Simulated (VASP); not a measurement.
A run of VASP 6.6.1 is set up as follows.

File POSCAR:

```
ZnS
1.0
    1.9034643092      1.0989656313      9.3548590261
   -1.9034643092      1.0989656313      9.3548590261
    0.0000000000     -2.1979312626      9.3548590261
Zn S
3 3
Direct
    0.9999752229      0.9999752229      0.9999752229
    0.2222749269      0.2222749269      0.2222749269
    0.4445585036      0.4445585036      0.4445585036
    0.0832701743      0.0832701743      0.0832701743
    0.5278391408      0.5278391408      0.5278391408
    0.3054080315      0.3054080315      0.3054080315
```

File INCAR.step1:

```
SYSTEM = ZnS
ALGO = Normal
EDIFF = 1E-4
ENCUT = 520
GGA = PE
ISMEAR = 0
LASPH = .True.
LCHARG = .False.
LREAL = .False.
LWAVE = .True.
NBANDS = 36
NELM = 60
PREC = Accurate
SIGMA = 0.01
```

The input INCAR.step2:

```
SYSTEM = ZnS
ALGO = Normal
EDIFF = 1E-6
ENCUT = 520
ISIF = 2
ISMEAR = 0
ISTART = 1
LASPH = .True.
LCHARG = .True.
LELF = .True.
LMIXTAU = .True.
LREAL = .False.
LVHAR = .True.
LWAVE = .False.
METAGGA = R2SCAN
NBANDS = 36
NELM = 60
PREC = Accurate
SIGMA = 0.01
```

The input KPOINTS:

```
k-points
0
Gamma
  8 8 8
  0 0 0
```

Potentials or basis: VASP PAW PBE potentials, release 64 (Zn, S).

Command:

```bash
$ cat potpaw_PBE.64/Zn/POTCAR potpaw_PBE.64/S/POTCAR > POTCAR
$ cp INCAR.step1 INCAR
$ mpirun -np 1 vasp_std > vasp.out
$ cp INCAR.step2 INCAR
$ mpirun -np 1 vasp_std > vasp.out
```

(1) What does it give for the band gap on the k mesh?

(2) Estimate the pressure.

Results:

(1) 2.77 eV.

(2) 0.1 GPa.

Caveat: the PAW data sets were made with another functional, which shifts forces and pressure a little.
